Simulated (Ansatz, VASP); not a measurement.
## Two plane-wave programs on As2O

```
O As
1.0
     3.02526   -0.01442   -0.01848
    -1.52511    2.55483    0.01685
    -0.03018    0.01435    4.55783
O As
1 2
Direct
  0.94408 0.75650 0.09446
  0.26535 0.43847 0.33234
  0.58964 0.07327 0.75573
```

Alike in both runs: task single point; functional PBE; k mesh 3 × 3 × 1; occupations fermi-dirac, width 0.15 eV; non-collinear spin, spin-orbit coupling.

|  | VASP | Ansatz |
| --- | --- | --- |
| version | VASP 6.6.1 | Ansatz 0.2.0 development build |
| potentials or method | VASP PAW PBE potentials, release 64 (O, As) | plane waves, PAW datasets (hand-made set) |
| plane-wave cutoff (eV) | 600 | 930 |
| valence electrons in the cell | 16 | 36 |

Ansatz gave:

| Item | Value |
| --- | --- |
| rms of the force components (eV/Å) | 0.460 |
| net moment per atom (μB) | 0.00 |

**Question.** Which values does VASP return?

**Answer.** rms of the force components (eV/Å): 0.469; net moment per atom (μB): 0.00.

Atom by atom the forces differ by 0.036 eV/Å (rms over components). The functional is the same, so the differences come from potentials, cutoffs and numerics. VASP's potentials hold 16 valence electrons a cell and Ansatz's 36, so a difference there can come from the potentials and not from the codes. Ansatz's warnings: stress scf threshold loose.

The k mesh is coarse, so the values compare programs but aren't converged.
